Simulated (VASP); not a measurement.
A run of VASP 6.6.1:

INCAR

```
PREC = Accurate
ENCUT = 520
EDIFF = 1E-7
ISMEAR = -1
SIGMA = 0.05
LREAL = Auto
LASPH = T
NELM = 60
ALGO = Normal
ISIF = 2
LWAVE = F
LCHARG = F
GGA = PE
ISYM = 0
NBANDS = 118
```

KPOINTS

```
Automatic mesh
0
Gamma
  1 1 1
  0.25 0.25 0.25
```

Contents of POSCAR:

```
Cu5Si3
1.0
    6.7017400000      0.1472560000     -0.1241750000
    0.1472560000      6.7720700000      0.0166020000
   -0.1241750000      0.0166020000      6.8991740000
Cu Si
15 9
Direct
    0.3266810196      0.5253527796      0.9304578648
    0.8558114674      0.3293487962      0.7982486802
    0.5564742276      0.9054037532      0.1104225918
    0.7247432143      0.0466375542      0.5852566861
    0.1724473093      0.8062627739      0.1738438645
    0.5282251186      0.1644638634      0.8513363955
    0.6169901809      0.2638649650      0.2209661721
    0.9710459907      0.6657208980      0.9068262864
    0.2878769396      0.4222509165      0.2818714109
    0.8905983629     -0.0003460170      0.9544813330
    0.9604516110      0.3393318913      0.1352497401
    0.2503488407      0.9262894733      0.7854763207
    0.2571667256      0.1298790554      0.0779786719
    0.5927528190      0.7717076916      0.7890063637
    0.5339923282      0.6921993490      0.3870606255
    0.8493219129      0.6615261011      0.5737976593
    0.5690442994      0.3638388784      0.5471906670
    0.2378066140      0.5969472080      0.5760914450
    0.3802940148      0.0287240255      0.3954531561
    0.2145393681      0.2580330152      0.6916124397
    0.8482209308      0.7382588315      0.2338810792
    0.9430293676      0.3107381556      0.4698666531
    0.0545583338      0.9434076307      0.4974366971
    0.6757246145      0.5227800895      0.0039233550
```

Potentials or basis: VASP PAW PBE potentials, release 64 (Cu, Si).

Run with:

```console
$ cat potpaw_PBE.64/Cu/POTCAR potpaw_PBE.64/Si/POTCAR > POTCAR
$ mpirun -np 1 vasp_std > vasp.out
```

Hardware: 1 thread of AMD EPYC 7R13, with other jobs on the host.

Q: How long does it take, and how much memory?

A: Run time: 3.4 min on 1 thread of AMD EPYC 7R13 (shared host), peak memory 0.32 GiB. Counts: scf iterations 22, k points 1.
